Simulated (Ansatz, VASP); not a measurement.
## Two plane-wave programs on Si

```xyz
1
Lattice="-1.5813 1.5813 1.5813 1.5813 -1.5813 1.5813 1.5813 1.5813 -1.5813" Properties=species:S:1:pos:R:3 pbc="T T T"
Si    0.0000    0.0000    0.0000
```

Alike in both runs: task single point; functional r2SCAN; k mesh 16 × 16 × 16; occupations fermi-dirac, width 0.1 eV; no spin polarisation.

|  | VASP | Ansatz |
| --- | --- | --- |
| version | VASP 6.6.1 | Ansatz 0.2.0 |
| potentials or method | VASP PAW PBE potentials, release 64 (Si), cutoff 520 eV | plane waves (500 eV) with PAW, scalar-relativistic |
| valence electrons in the cell | 4 | 4 |

```tsv
	VASP	Ansatz	Ansatz less VASP
pressure (GPa)	-8.0	-8.1	-0.06
```

VASP's potentials were made for PBE, not for r2SCAN. The functional is the same, so the differences come from potentials, cutoffs and numerics.
